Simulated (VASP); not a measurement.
Runs of VASP 6.6.1 on Ta3AsAu2O13. The typed cell holds 19 atoms: a = 5.724 Å, b = 6.389 Å, c = 8.473 Å, α = 80.92°, β = 88.19°, γ = 78.31°. 

```tsv
task	level	U	cell	k mesh	cutoff (eV)	gap on the mesh (eV)	pressure (GPa)	largest force (eV/Å)
single point	PBE+U	Au d U = 6.0 eV, Ta d U = 6.0 eV	as given	4 × 4 × 3	520	1.44	4.3	1.83
relaxation of cell and atoms	PBE	-	relaxed	3 × 3 × 2	600	(a)	0.0	0.02
single point	PBE+U	Au d U = 3.0 eV, Ta d U = 3.0 eV	as given	4 × 4 × 3	520	1.40	2.6	0.94
single point	PBE	-	as given	4 × 4 × 3	520	(b)	0.9	0.37
```

Alike in all rows: potentials or basis VASP PAW PBE potentials, release 64 (Ta_pv, As, Au, O); no spin polarisation; smearing fermi-dirac 0.05 eV.

Task: Fill in the values left out.

Result: (a) 1.29; (b) 1.26.

Caveats: spin-orbit coupling is left out, which moves the levels of the heavy elements; the cell stands under pressure (at least some runs); forces of over 1 eV/Å act on the atoms, so gaps and moduli don't describe the material at rest (at least some runs).

A k mesh can miss the band edges, and the runs leave out spin-orbit coupling on As, Au, Ta.
